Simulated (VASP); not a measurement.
Wanted: the native input for a VASP 6.6.1 run.

- Task: single point
- Functional: r2SCANh
- Potentials or basis: VASP PAW PBE potentials, release 64 (Se)
- Cutoff: 520 eV
- k mesh: 4 × 4 × 3
- Occupations: fermi-dirac, width 0.05 eV
- Spin: no spin polarisation
- Dipole correction: no
- Grid for exact exchange (PRECFOCK): Normal
- Further INCAR settings: ALGO = Normal; EDIFF = 1e-06; NBANDS = 16
- Share of exact exchange: 0.1

The system is Se.

```
Se
1.0
     4.36620    0.00000    0.00000
    -2.18310    3.78124    0.00000
     0.00000    0.00000    4.95360
Se
3
Direct
  0.77460 0.77460 0.00000
  0.00000 0.22540 0.66667
  0.22540 0.00000 0.33333
```

These files were run (other wordings do the same):

POSCAR

```
Se
1.0
    4.3662000000      0.0000000000      0.0000000000
   -2.1831000000      3.7812401180      0.0000000000
    0.0000000000      0.0000000000      4.9536000000
Se
3
Direct
    0.7746000000      0.7746000000      0.0000000000
    0.0000000000      0.2254000000      0.6666666667
    0.2254000000      0.0000000000      0.3333333333
```

INCAR.step1

```
SYSTEM = Se
PREC = Accurate ; ENCUT = 520
EDIFF = 1E-5 ; ISMEAR = -1
SIGMA = 0.05 ; LREAL = .FALSE.
LASPH = .TRUE. ; NELM = 80
ALGO = Normal ; ISIF = 2
LWAVE = .TRUE. ; LCHARG = .FALSE.
NBANDS = 16 ; GGA = PE
```

INCAR.step2

```
SYSTEM = Se
PREC = Accurate ; ENCUT = 520
EDIFF = 1E-6 ; ISMEAR = -1
SIGMA = 0.05 ; LREAL = .FALSE.
LASPH = .TRUE. ; NELM = 80
ALGO = Normal ; ISIF = 2
LWAVE = .FALSE. ; LCHARG = .FALSE.
METAGGA = R2SCAN ; LHFCALC = .TRUE.
AEXX = 0.1 ; LMIXTAU = .TRUE.
PRECFOCK = Normal ; NBANDS = 16
ISTART = 1
```

KPOINTS

```
Automatic mesh
0
G
  4 4 3
  0 0 0
```

Potentials or basis: VASP PAW PBE potentials, release 64 (Se).

Command:

```bash
$ cat potpaw_PBE.64/Se/POTCAR > POTCAR
$ cp INCAR.step1 INCAR
$ mpirun -np 1 vasp_std > vasp.out
$ cp INCAR.step2 INCAR
$ mpirun -np 1 vasp_std > vasp.out
```

It gave:

```yaml
Pressure: 0.6 GPa
Largest_force: 0.155 eV/Å
Band_gap_on_the_k_mesh: 2.43 eV (least direct gap 2.80 eV)
```

Caveat: the k points lie up to 0.42 Å⁻¹ apart; the PAW data sets were made with another functional, which shifts forces and pressure a little.

It took 16 min on 1 thread of Intel Xeon 8259CL (shared host), peak memory 0.22 GiB.
